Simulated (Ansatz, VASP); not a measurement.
## Ta2N in VASP and in Ansatz

INCAR

```
PREC     = Accurate       # precision mode
ENCUT    = 520            # plane-wave cutoff, eV
EDIFF    = 1E-7           # SCF threshold, eV
ISMEAR   = 0              # smearing method
SIGMA    = 0.15           # smearing width, eV
LREAL    = F              # projectors in reciprocal space
LASPH    = T              # aspherical terms in the spheres
NELM     = 60             # most SCF steps
ALGO     = Normal         # electronic algorithm
ISIF     = 2              # what is computed and relaxed
LWAVE    = F              # write WAVECAR
LCHARG   = T              # write CHGCAR
GGA      = PS             # functional
LELF     = T              # ELF
LVHAR    = T            
NBANDS   = 20             # bands
```

KPOINTS

```
regular mesh
0
Gamma
  18 18 10
```

Contents of POSCAR:

```
Ta2N
1.0
    2.9246846176      0.0000000000      0.0000000000
   -1.4623423088      2.5328511769      0.0000000000
    0.0000000000      0.0000000000      4.8232571780
Ta N
2 1
Direct
    0.6666666667      0.3333333333      0.7462554481
    0.3333333333      0.6666666667      0.2537445519
    0.0000000000      0.0000000000      0.0000000000
```

Input for Ansatz:

```yaml
crystal:
  lattice:
    - [2.9246846176, 0.0, 0.0]
    - [-1.4623423088, 2.5328511769, 0.0]
    - [0.0, 0.0, 4.823257178]
  atoms:
    - { symbol: Ta, position: [0.6666666667, 0.3333333333, 0.7462554481] }
    - { symbol: Ta, position: [0.3333333333, 0.6666666667, 0.2537445519] }
    - { symbol: "N", position: [0.0, 0.0, 0.0] }
basis:
  ecutwfc: 420
kpoints:
  mp_grid: { grid: [18, 18, 10] }
hamiltonian:
  xc: pbesol
scf:
  occupations: { method: gaussian, width: 0.15 }
output:
  forces: true
  stress: true
  eigenvalues: true
```

Change from the starting cell: strain -0.050 along x and y, +0.000 along z, atoms carried along.

Alike in both runs: task single point; functional PBEsol; k mesh 18 × 18 × 10; occupations gaussian, width 0.15 eV; no spin polarisation.

```csv
,VASP,Ansatz
version,VASP 6.6.1,Ansatz 0.2.0
potentials or method,"VASP PAW PBE potentials, release 64 (Ta_pv, N), cutoff 520 eV","scalar-relativistic, plane waves, PAW"
valence electrons in the cell,27,31
```

|  | VASP | Ansatz | Ansatz less VASP |
| --- | --- | --- | --- |
| gap on the k mesh at the Fermi level (eV) | none | none | - |
| pressure (GPa) | 40.0 | 39.0 | -1.07 |
| traceless stress, the component that is largest in VASP (GPa) | -9.00 | -8.97 | +0.032 |
| rms of the force components (eV/Å) | 0.652 | 0.613 | -0.0390 |

VASP's potentials were made for PBE, not for PBEsol. Atom by atom the forces differ by 0.039 eV/Å (rms over components). A gap of «none» marks a metal or a gap that the smearing closes. Both programs put the cell under a high pressure, so it lies far from rest at this level. The functional is the same, so the differences come from potentials, cutoffs and numerics. VASP's potentials hold 27 valence electrons a cell and Ansatz's 31, so a difference there can come from the potentials and not from the codes.

Spin-orbit coupling is off throughout.
